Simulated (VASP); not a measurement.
Runs of VASP 6.6.1 on BN. The structure is cubic, space group F-43m (No. 216). Conventional cell: a = 3.610 Å, b = 3.610 Å, c = 3.610 Å, α = 90.00°, β = 90.00°, γ = 90.00°. B (site symmetry -43m) has 4 N at 1.56 Å within 2.1 Å. Within 2.1 Å of N (site symmetry -43m) lie 4 B at 1.56 Å. 

| level | potentials or basis | k mesh | cutoff (eV) | grid for exact exchange (PRECFOCK) | share of exact exchange | screening parameter | gap on the mesh (eV) | pressure (GPa) |
| --- | --- | --- | --- | --- | --- | --- | --- | --- |
| PBE | VASP PAW PBE potentials, release 64 (B, N) | 4 × 4 × 4 | 600 | - | - | - | (a) | (b) |
| HSE06 | VASP PAW PBE potentials, release 64 (B, N) | 4 × 4 × 4 | 520 | Normal | 0.25 | 0.2079 1/Å | 5.80 | -3.5 |
| LDA | VASP PAW LDA potentials, release 64 (B, N) | 4 × 4 × 4 | 600 | - | - | - | 4.32 | -8.0 |
| r2SCAN | VASP PAW PBE potentials, release 64 (B_h, N_h) | 8 × 8 × 8 | 1460 | - | - | - | 5.00 | -0.4 |

Alike in all rows: task single point; no spin polarisation; cell as given; smearing gaussian 0.01 eV.

Q: Fill in the values left out.

A: (a) 4.44; (b) 5.4.

Caveats: some runs use coarse meshes; the PAW data sets were made with another functional, which shifts forces and pressure a little (at least some runs).

A k mesh can miss the band edges.
